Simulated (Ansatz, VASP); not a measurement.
# Two plane-wave programs on In3Se

Contents of INCAR:

```
SYSTEM = In3Se
ALGO = Normal
EDIFF = 1E-6
ENCUT = 520
GGA = PE
ISIF = 2
ISMEAR = 0
IVDW = 12
LASPH = .True.
LCHARG = .False.
LREAL = .False.
LWAVE = .False.
NBANDS = 30
NELM = 80
PREC = Accurate
SIGMA = 0.15
```

Contents of KPOINTS:

```
k-points
0
Gamma
  8 8 8
  0 0 0
```

Contents of POSCAR:

```
In3Se
1.0
    5.0533710525      0.0000000000      0.0000000000
    0.0000000000      5.0533710525      0.0000000000
    0.0000000000      0.0000000000      4.7008102814
In Se
3 1
Direct
    0.0000000000      0.5000000000      0.5000000000
    0.5000000000      0.0000000000      0.5000000000
    0.5000000000      0.5000000000      0.0000000000
    0.0000000000      0.0000000000      0.0000000000
```

Input for Ansatz:

```yaml
crystal:
  lattice:
    - [5.0533710525, 0.0, 0.0]
    - [0.0, 5.0533710525, 0.0]
    - [0.0, 0.0, 4.7008102814]
  atoms:
    - { symbol: In, position: [0.0, 0.5, 0.5] }
    - { symbol: In, position: [0.5, 0.0, 0.5] }
    - { symbol: In, position: [0.5, 0.5, 0.0] }
    - { symbol: Se, position: [0.0, 0.0, 0.0] }
basis:
  ecutwfc: 420
kpoints:
  mp_grid: { grid: [8, 8, 8] }
hamiltonian:
  xc: pbe
  pseudopotentials: { kind: paw, azcp: { folder: soft_1 } }
  dispersion: d3bj
scf:
  occupations: { method: gaussian, width: 0.15 }
output:
  forces: true
  stress: true
  eigenvalues: true
```

Change from the starting cell: engineering shear strain xy +0.0000, equal normal strain along x and y +0.0750.

Alike in both runs: task single point; functional PBE; dispersion D3(BJ); k mesh 8 × 8 × 8; occupations gaussian, width 0.15 eV; no spin polarisation.

```csv
,VASP,Ansatz
version,VASP 6.6.1,Ansatz 0.2.0
potentials or method,"VASP PAW PBE potentials, release 64 (In_d, Se), cutoff 520 eV","scalar-relativistic, plane waves, PAW"
valence electrons in the cell,45,55
```

```tsv
	VASP	Ansatz	Ansatz less VASP
gap on the k mesh at the Fermi level (eV)	none	none	-
pressure (GPa)	-4.1	-4.0	+0.02
traceless stress, the component that is largest in VASP (GPa)	0.34	0.34	-0.005
```

A gap of «none» marks a metal or a gap that the smearing closes. VASP's potentials hold 45 valence electrons a cell and Ansatz's 55, so a difference there can come from the potentials and not from the codes.
